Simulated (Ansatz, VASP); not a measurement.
# Two plane-wave programs on ZrB2

```
Zr B
1.0
     3.16731    0.00000    0.00000
    -1.58366    2.74297    0.00000
     0.00000    0.00000    3.55220
Zr B
1 2
Direct
  0.00000 0.00000 0.00000
  0.33333 0.66667 0.50000
  0.66667 0.33333 0.50000
```

Alike in both runs: functional r2SCAN; k mesh 15 × 15 × 12; occupations gaussian, width 0.1 eV; no spin polarisation.

Ansatz relaxed the structure, and its values are those at the end. VASP's run is a single point on that final structure, the one shown.

|  | VASP | Ansatz |
| --- | --- | --- |
| version | VASP 6.6.1 | Ansatz 0.2.0 |
| potentials or method | VASP PAW PBE potentials, release 64 (Zr_sv, B), cutoff 550 eV | scalar-relativistic, plane waves, PAW |
| valence electrons in the cell | 18 | 18 |

```tsv
	VASP	Ansatz	Ansatz less VASP
gap on the k mesh at the Fermi level (eV)	none	none	-
pressure (GPa)	0.0	0.0	-0.03
```

VASP's potentials were made for PBE, not for r2SCAN. A gap of «none» marks a metal or a gap that the smearing closes. With one functional, cell and mesh, what is left measures potentials, basis and numerics.
